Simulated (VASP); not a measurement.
# Al2Cu (I4/mcm) in VASP: a series of runs, part 2 of 2

VASP 6.6.1. Earlier steps stand in the parts before.

### Step 3. Single point, PBE

Contents of INCAR:

```
SYSTEM = Al2Cu
ALGO = Fast ; EDIFF = 1E-6
ENCUT = 520 ; GGA = PE
ISIF = 2 ; ISMEAR = 0
LASPH = .TRUE. ; LCHARG = .FALSE.
LREAL = .FALSE. ; LWAVE = .FALSE.
NBANDS = 26 ; NELM = 100
PREC = Accurate ; SIGMA = 0.15
```

Contents of KPOINTS:

```
k-points
0
G
  10 10 10
  0 0 0
```

Contents of POSCAR:

```
Al2Cu
1.0
   -2.9656500000      2.9656500000      2.5145000000
    2.9656500000     -2.9656500000      2.5145000000
    2.9656500000      2.9656500000     -2.5145000000
Al Cu
4 2
Direct
    0.1587211657      0.6587211657      0.8174423314
    0.6587211657      0.8412788343      0.5000000000
    0.8412788343      0.3412788343      0.1825576686
    0.3412788343      0.1587211657      0.5000000000
    0.7500000000      0.7500000000      0.0000000000
    0.2500000000      0.2500000000      0.0000000000
```

Potentials or basis: VASP PAW PBE potentials, release 64 (Al, Cu).

Run with:

```
$ cat potpaw_PBE.64/Al/POTCAR potpaw_PBE.64/Cu/POTCAR > POTCAR
$ mpirun -np 1 vasp_std > vasp.out
```

OUTCAR:

```text
SYSTEM = Al2Cu
   EDIFF = 1E-6
   ENCUT = 520
   GGA = PE
   ISIF = 2
   ISMEAR = 0
   LASPH = .TRUE.
   LREAL = .FALSE.
   NELM = 100
   PREC = Accurate

 ion  position               nearest neighbor table
   1  0.159  0.659  0.817-   5 2.56   6 2.56   5 2.56   6 2.56   3 2.66   3 2.94   3 2.94   4 3.14
                             2 3.14   2 3.14   4 3.14   4 3.16   2 3.16   2 3.16   4 3.16
   2  0.659  0.841  0.500-   6 2.56   5 2.56   5 2.56   6 2.56   4 2.66   4 2.94   4 2.94   3 3.14
                             1 3.14   1 3.14   3 3.14   1 3.16   3 3.16   1 3.16   3 3.16
   3  0.841  0.341  0.183-   5 2.56   6 2.56   5 2.56   6 2.56   1 2.66   1 2.94   1 2.94   2 3.14
                             4 3.14   4 3.14   2 3.14   2 3.16   4 3.16   4 3.16   2 3.16
   4  0.341  0.159  0.500-   5 2.56   6 2.56   6 2.56   5 2.56   2 2.66   2 2.94   2 2.94   1 3.14
                             1 3.14   3 3.14   3 3.14   1 3.16   3 3.16   3 3.16   1 3.16
   5  0.750  0.750  0.000-   6 2.51   6 2.51   1 2.56   2 2.56   3 2.56   4 2.56   2 2.56   4 2.56
                             1 2.56   3 2.56
   6  0.250  0.250  0.000-   5 2.51   5 2.51   1 2.56   3 2.56   4 2.56   3 2.56   4 2.56   1 2.56
                             2 2.56   2 2.56

  LATTYP: Found a body centered tetragonal cell.
 ALAT       =     5.9313000000
 C/A-ratio  =     0.8478748335

  Lattice vectors:

 A1 = (  -2.9656500000,   2.9656500000,   2.5145000000)
 A2 = (   2.9656500000,  -2.9656500000,   2.5145000000)
 A3 = (   2.9656500000,   2.9656500000,  -2.5145000000)

Analysis of symmetry for initial positions (statically):
=====================================================================
 Subroutine PRICEL returns:
 Original cell was already a primitive cell.

 Routine SETGRP: Setting up the symmetry group for a
 body centered tetragonal supercell.

 Subroutine GETGRP returns: Found 16 space group operations
 (whereof  8 operations were pure point group operations)
 out of a pool of 16 trial point group operations.

The static configuration has the point symmetry C_4h.
 The point group associated with its full space group is D_4h.

Analysis of symmetry for dynamics (positions and initial velocities):
=====================================================================
 Subroutine PRICEL returns:
 Original cell was already a primitive cell.

 Routine SETGRP: Setting up the symmetry group for a
 body centered tetragonal supercell.

 Subroutine GETGRP returns: Found 16 space group operations
 (whereof  8 operations were pure point group operations)
 out of a pool of 16 trial point group operations.

The dynamic configuration has the point symmetry C_4h.
 The point group associated with its full space group is D_4h.

 Subroutine INISYM returns: Found 16 space group operations
 (whereof  8 operations are pure point group operations),
 and found     1 'primitive' translations

----------------------------------------------------------------------------------------

                                     Primitive cell

  volume of cell :      88.4609

  direct lattice vectors                    reciprocal lattice vectors
    -2.965650000  2.965650000  2.514500000     0.000000000  0.168597104  0.198846689
     2.965650000 -2.965650000  2.514500000     0.168597104  0.000000000  0.198846689
     2.965650000  2.965650000 -2.514500000     0.168597104  0.168597104  0.000000000

  length of vectors
[... 69 lines left out ...]
  0.300000  0.300000  0.000000      8.000000
  0.400000  0.300000  0.000000     16.000000
 [... further k-points ...]
   k-points           NKPTS =    102   k-points in BZ     NKDIM =    102   number of bands    NBANDS=     26
   number of dos      NEDOS =    301   number of ions     NIONS =      6
   total plane-waves  NPLWV =  46656
   dimension x,y,z NGX =    36 NGY =   36 NGZ =   36
   dimension x,y,z NGXF=    72 NGYF=   72 NGZF=   72
   ions per type =               4   2
   NGX,Y,Z   is equivalent  to a cutoff of  12.24, 12.24, 12.24 a.u.
   NGXF,Y,Z  is equivalent  to a cutoff of  24.48, 24.48, 24.48 a.u.
 SYSTEM =  Al2Cu
   PREC   = accura    normal or accurate (medium, high low for compatibility)
   ISTART =      0    job   : 0-new  1-cont  2-samecut
   ICHARG =      2    charge: 1-file 2-atom 10-const
   ISPIN  =      1    spin polarized calculation?
   LNONCOLLINEAR =      F non collinear calculations
   LSORBIT =      F    spin-orbit coupling
   LASPH  =      T    aspherical Exc in radial PAW
   ENCUT  =  520.0 eV  38.22 Ry    6.18 a.u.   9.09  9.09  9.09*2*pi/ulx,y,z
   NELM   =    100;   NELMIN=  2; NELMDL= -5     # of ELM steps
   EDIFF  = 0.1E-05   stopping-criterion for ELM
   LREAL  =      F    real-space projection
   EDIFFG = 0.1E-04   stopping-criterion for IOM
   NSW    =      0    number of steps for IOM
   IBRION =     -1    ionic relax: 0-MD 1-quasi-New 2-CG
   NFREE  =      0    steps in history (QN), initial steepest desc. (CG)
   ISIF   =      2    stress and relaxation
   ISYM   =      2    0-nonsym 1-usesym 2-fastsym
   POTIM  = 0.5000    time-step for ionic-motion
   TEBEG  =    0.0;   TEEND  =   0.0 temperature during run
   PSTRESS=    0.0 pullay stress
   NELECT =      34.0000    total number of electrons
   NUPDOWN=      -1.0000    fix difference up-down
   EMIN   =  10.00;   EMAX   =-10.00  energy-range for DOS
   EFERMI =   0.00;   METHOD = LEGACY
   ISMEAR =     0;   SIGMA  =   0.15  broadening in eV -4-tet -1-fermi 0-gaus
   EFERMI_NEDOS =   21; number of points for ismear=-14 and -15
   IALGO  =     68    algorithm
   IMIX   =      4    mixing-type and parameters
     AMIX     =   0.40;   BMIX     =  1.00
     AMIX_MAG =   1.60;   BMIX_MAG =  1.00
  volume/ion in A,a.u.               =      14.74        99.49
  Fermi-wavevector in a.u.,A,eV,Ry     =   1.190284  2.249311 19.276414  1.416776
  Thomas-Fermi vector in A             =   2.326372
   LORBIT       =      0    0 simple, 1 ext, 2 COOP (PROOUT), +10 PAW based schemes
   GGA     = PE    functional components
   LHFCALC =     F    Hartree Fock is set to
   AEXX    =    0.0000 exact exchange contribution
   IVDW    =     0    specifies the selected vdW correction
   LEPSILON=     F    determine dielectric tensor
   LRPA    =     F    only Hartree local field effects (RPA)
 non-spin polarized calculation
 RMM-DIIS sequential band-by-band and
 Gauss-broadening in eV      SIGMA  =   0.15
  energy-cutoff  :      520.00
  volume of cell :       88.46
 maximum number of plane-waves:      2412
   NGX = 19   NGY = 19   NGZ = 19

 number of electron      33.9999993 magnetization

 Free energy of the ion-electron system (eV)
  ---------------------------------------------------
  ext. energy  EPLUGINS =         0.00000000
  ---------------------------------------------------
  free energy    TOTEN  =       -23.33379461 eV

  energy without entropy =      -23.31335891  energy(sigma->0) =      -23.32357676

 E-fermi :   8.0547     XC(G=0): -10.9016

 val. band max:        8.0195278882   @ k =   0.5000   0.1000   0.0000
 cond. band min:       8.0553336296   @ k =   0.2000   0.2000   0.2000
 fundamental gap:      0.0358057415
 Fermi energy:         8.0546736913

 k-point     1 :       0.0000    0.0000    0.0000
  band No.  band energies     occupation
      1      -2.7318      2.00000
      2       2.8172      2.00000
      3       2.9161      2.00000
      4       2.9161      2.00000
      5       3.1001      2.00000
      6       3.8902      2.00000
[... 685 lines left out ...]
     25      15.2034      0.00000
     26      15.6753      0.00000

 [... further k-points ...]

------------------------ aborting loop because EDIFF is reached ----------------------------------------

  FORCE on cell =-STRESS in cart. coord.  units (eV):
  Direction    XX          YY          ZZ          XY          YZ          ZX
  --------------------------------------------------------------------------------------
  -------------------------------------------------------------------------------------
  Total        1.9414309      1.9414309     -1.3796455      0.0000000      0.0000000      0.0000000
  in kB       35.1626100     35.1626100    -24.9877216      0.0000000      0.0000000      0.0000000
  external PRESSURE =      15.1124995 kB  Pullay stress =       0.0000000 kB

 VOLUME and BASIS-vectors are now :
 -----------------------------------------------------------------------------
  energy-cutoff  :      520.00
  volume of cell :       88.46
      direct lattice vectors                 reciprocal lattice vectors
    -2.965650000  2.965650000  2.514500000     0.000000000  0.168597104  0.198846689
     2.965650000 -2.965650000  2.514500000     0.168597104  0.000000000  0.198846689
     2.965650000  2.965650000 -2.514500000     0.168597104  0.168597104  0.000000000

 POSITION                                       TOTAL-FORCE (eV/Angst)
 -----------------------------------------------------------------------------------
      3.90707      0.94142      0.00000         0.091979      0.091979     -0.000000
      2.02423      0.94142      2.51450        -0.091979      0.091979     -0.000000
     -0.94142      2.02423      2.51450        -0.091979     -0.091979      0.000000
      0.94142      2.02423      0.00000         0.091979     -0.091979     -0.000000
      0.00000      0.00000      3.77175        -0.000000      0.000000      0.000000
      0.00000      0.00000      1.25725        -0.000000      0.000000      0.000000
 -----------------------------------------------------------------------------------
    total drift:                                0.000000     -0.000000      0.000000

  FREE ENERGIE OF THE ION-ELECTRON SYSTEM (eV)
  ---------------------------------------------------
  free  energy   TOTEN  =       -23.3337946088 eV

  energy  without entropy=      -23.3133589127  energy(sigma->0) =      -23.32357676
```

Run time: 5.8 min. Hardware: 1 thread of Intel Xeon 8259CL, shared host; peak memory 0.34 GiB.

Results:

```
Free energy            : -23.3338 eV
Pressure               : 1.5 GPa
Largest force          : 0.130 eV/Å
Band gap on the k mesh : zero (bands 17 and 18 overlap by 3.88 eV)
```

Forces in eV/Å, atoms in the order of the input:
```
Al   0.092  0.092  0.000
Al  -0.092  0.092  0.000
Al  -0.092 -0.092  0.000
Al   0.092 -0.092  0.000
Cu   0.000  0.000  0.000
Cu   0.000  0.000  0.000
```

Stress tensor (GPa, compression positive):
```
 3.52  0.00  0.00
 0.00  3.52  0.00
 0.00  0.00 -2.50
```

Levels at points of the mesh, in eV from the Fermi level:
```csv
k point,band 15,band 16,band 17,band 18,band 19,band 20
"(0.00, 0.00, 0.00)",-1.65,-1.31,-1.31,-1.02,-0.24,0.07
"(0.50, 0.00, 0.00)",-2.56,-2.56,0.42,0.42,3.70,3.70
"(0.50, 0.50, 0.00)",-1.42,-1.13,-0.94,-0.77,1.15,1.66
"(0.50, 0.50, 0.50)",-3.26,-2.01,2.37,2.96,2.96,3.52
```

### Step 4. Single point, PBE

Contents of INCAR:

```
  PREC = Accurate
  ENCUT = 520
  EDIFF = 1E-7
  ISMEAR = 0
  SIGMA = 0.15
  LREAL = F
  LASPH = T
  NELM = 100
  ALGO = Fast
  ISIF = 2
  LWAVE = F
  LCHARG = T
  GGA = PE
  LELF = T
  LVHAR = T
  NBANDS = 26
```

Contents of KPOINTS:

```
Automatic mesh
0
Gamma
  10 10 10
```

Edit POSCAR of step 3 so:

```diff
@@ -2,5 +2,5 @@
 1.0
-   -2.9656500000      2.9656500000      2.5145000000
-    2.9656500000     -2.9656500000      2.5145000000
-    2.9656500000      2.9656500000     -2.5145000000
+   -3.0867000000      3.0867000000      2.3192000000
+    3.0867000000     -3.0867000000      2.3192000000
+    3.0867000000      3.0867000000     -2.3192000000
 Al Cu
```

Run with:

```
$ cat potpaw_PBE.64/Al/POTCAR potpaw_PBE.64/Cu/POTCAR > POTCAR
$ mpirun -np 1 vasp_std > vasp.out
```

Wall time 8.5 min (1 thread of Intel Xeon 8259CL, shared host); peak memory 0.37 GiB.

Results (log left out):

| Quantity | Value |
| --- | --- |
| Free energy | -23.2515 eV |
| Pressure | 1.9 GPa |
| Largest force | 0.197 eV/Å |
| Band gap on the k mesh | zero (bands 17 and 18 overlap by 4.84 eV) |

Forces in eV/Å, atoms in the order of the input:
```
Al  -0.139 -0.139  0.000
Al   0.139 -0.139  0.000
Al   0.139  0.139  0.000
Al  -0.139  0.139  0.000
Cu   0.000  0.000  0.000
Cu   0.000  0.000  0.000
```

Stress tensor (GPa, compression positive):
```
-1.83  0.00  0.00
 0.00 -1.83  0.00
 0.00  0.00  9.29
```

Levels at points of the mesh, in eV from the Fermi level:
| k point | band 15 | band 16 | band 17 | band 18 | band 19 | band 20 |
| --- | --- | --- | --- | --- | --- | --- |
| (0.00, 0.00, 0.00) | -1.16 | -1.08 | -1.08 | -0.99 | 0.01 | 0.03 |
| (0.50, 0.00, 0.00) | -2.73 | -2.73 | -0.08 | -0.08 | 3.52 | 3.52 |
| (0.50, 0.50, 0.00) | -1.92 | -1.77 | -0.68 | -0.39 | 0.24 | 0.67 |
| (0.50, 0.50, 0.50) | -3.14 | -1.65 | 2.84 | 2.98 | 2.98 | 3.08 |

### Step 5. Summary

| cell | further INCAR settings | gap on the mesh (eV) | pressure (GPa) | largest force (eV/Å) |
| --- | --- | --- | --- | --- |
| a = 4.915 Å, angles 104.0, 104.0, 121.1°, 6 atoms | ALGO = Fast; EDIFF = 1e-06; NBANDS = 26 | none | 1.3 | 0.04 |
| a = 4.890 Å, angles 105.3, 105.3, 118.1°, 6 atoms | ALGO = Fast; EDIFF = 1e-06; NBANDS = 26 | none | 1.5 | 0.13 |
| a = 4.943 Å, angles 102.7, 102.7, 124.0°, 6 atoms | ALGO = Fast; EDIFF = 1e-07; NBANDS = 26 | none | 1.9 | 0.20 |

Alike in all rows: task single point; level PBE; potentials or basis VASP PAW PBE potentials, release 64 (Al, Cu); no spin polarisation; k mesh 10 × 10 × 10; cutoff (eV) 520; smearing gaussian 0.15 eV.

Total energies depend on the potentials used, so only differences within one code and one set of settings carry meaning.
